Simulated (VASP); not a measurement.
Write the native input for VASP 6.6.1 that does the following.

* Task: single point
* Functional: B3LYP
* Potentials or basis: VASP PAW PBE potentials, release 64 (C)
* Cutoff: 520 eV
* k mesh: 3 × 3 × 10
* Occupations: fermi-dirac, width 0.05 eV
* Spin: no spin polarisation
* Dipole correction: no
* Grid for exact exchange (PRECFOCK): Normal
* Further INCAR settings: ALGO = Normal; EDIFF = 1e-06; NBANDS = 8

C:

```
C
1.0
     4.25517    0.00000    0.00000
     0.00000    4.25517    0.00000
     0.00000    0.00000    1.28229
C
1
Direct
  0.50000 0.50000 0.50000
```

The input as run:

POSCAR

```
C
1.0
    4.2551700000      0.0000000000      0.0000000000
    0.0000000000      4.2551700000      0.0000000000
    0.0000000000      0.0000000000      1.2822900000
C
1
Direct
    0.5000000000      0.5000000000      0.5000000000
```

INCAR.step1

```
  PREC = Accurate
  ENCUT = 520
  EDIFF = 1E-5
  ISMEAR = -1
  SIGMA = 0.05
  LREAL = False
  LASPH = True
  NELM = 80
  ALGO = Normal
  ISIF = 2
  LWAVE = True
  GGA = PE
  NBANDS = 8
```

INCAR.step2

```
  PREC = Accurate
  ENCUT = 520
  EDIFF = 1E-6
  ISMEAR = -1
  SIGMA = 0.05
  LREAL = False
  LASPH = True
  NELM = 80
  ALGO = Normal
  ISIF = 2
  LWAVE = False
  LCHARG = True
  GGA = B3
  LHFCALC = True
  AEXX = 0.2
  AGGAX = 0.72
  AGGAC = 0.81
  ALDAC = 0.19
  PRECFOCK = Normal
  LELF = True
  LVHAR = True
  ISTART = 1
  NBANDS = 8
```

KPOINTS

```
regular mesh
0
Gamma
  3 3 10
```

Potentials or basis: VASP PAW PBE potentials, release 64 (C).

Command:

```sh
$ cat potpaw_PBE.64/C/POTCAR > POTCAR
$ cp INCAR.step1 INCAR
$ mpirun -np 1 vasp_std > vasp.out
$ cp INCAR.step2 INCAR
$ mpirun -np 1 vasp_std > vasp.out
```

Results of the run:

```
Pressure               : -3.0 GPa
Band gap on the k mesh : zero (band 2 reaches 8.19 eV, above the bottom of band 3 at -8.30 eV)
```

Caveat: the k points lie up to 0.49 Å⁻¹ apart; the PAW data sets were made with another functional, which shifts forces and pressure a little.

It took 38 s on 1 thread of Intel(R) Xeon(R) Platinum 8375C CPU @ 2.90GHz (Ice Lake) (shared host), peak memory 0.13 GiB.
